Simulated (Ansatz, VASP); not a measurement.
**One calculation of TaN, two programs**

```
Ta N
1.0
     5.19100    0.00000    0.00000
    -2.59550    4.49554    0.00000
     0.00000    0.00000    2.90800
Ta N
3 3
Cartesian
  0.0000 0.0000 0.0000
  0.0000 2.9970 1.4540
  2.5955 1.4985 1.4540
  2.5955 0.0000 0.0000
  1.2977 2.2478 0.0000
  -1.2977 2.2478 0.0000
```

Alike in both runs: task single point; functional LDA; k mesh 5 × 5 × 8; occupations fermi-dirac, width 0.1 eV; no spin polarisation.

```csv
,VASP,Ansatz
version,VASP 6.6.1,Ansatz 0.2.0
potentials or method,"VASP PAW LDA potentials, release 64 (Ta_sv_GW, N), cutoff 600 eV","plane waves, PAW"
valence electrons in the cell,54,54
```

|  | VASP | Ansatz | Ansatz less VASP |
| --- | --- | --- | --- |
| pressure (GPa) | -4.3 | -5.4 | -1.01 |
| traceless stress, the component that is largest in VASP (GPa) | -1.51 | -1.86 | -0.349 |

LDA's correlation is that of Perdew and Zunger in VASP and of Perdew and Wang (1992) in Ansatz.

Spin-orbit coupling is off throughout.
